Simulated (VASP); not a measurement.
Here is a VASP 6.6.1 calculation.

Contents of INCAR:

```
SYSTEM = SiNi3
PREC     = Accurate       ! precision mode
ENCUT    = 520            ! plane-wave cutoff, eV
EDIFF    = 1E-7           ! SCF threshold, eV
ISMEAR   = 0              ! smearing method
SIGMA    = 0.1            ! smearing width, eV
LREAL    = .False.        ! projectors in reciprocal space
LASPH    = .True.         ! aspherical terms in the spheres
NELM     = 80             ! most SCF steps
ALGO     = Normal         ! electronic algorithm
ISIF     = 2              ! what is computed and relaxed
LWAVE    = .False.        ! write WAVECAR
LCHARG   = .False.        ! write CHGCAR
GGA      = PE             ! functional
NBANDS   = 25             ! bands
```

KPOINTS

```
Automatic mesh
0
Gamma
  6 6 6
  0 0 0
```

File POSCAR:

```
SiNi3
1.0
    3.5048936960      0.0000000000      0.0000000000
    0.0000000000      3.5048936960      0.0000000000
    0.0000000000      0.0000000000      3.5048936960
Si Ni
1 3
Direct
    0.0000000000      0.0000000000      0.0000000000
    0.0000000000      0.5000000000      0.5000000000
    0.5000000000      0.0000000000      0.5000000000
    0.5000000000      0.5000000000      0.0000000000
```

Potentials or basis: VASP PAW PBE potentials, release 64 (Si, Ni).

The run is started by

```bash
$ cat potpaw_PBE.64/Si/POTCAR potpaw_PBE.64/Ni/POTCAR > POTCAR
$ mpirun -np 1 vasp_std > vasp.out
```

(1) Predict the pressure.

(2) What does it give for the band gap on the k mesh?

Results:

(1) 0.3 GPa.

(2) zero (bands 17 and 18 overlap by 0.24 eV).
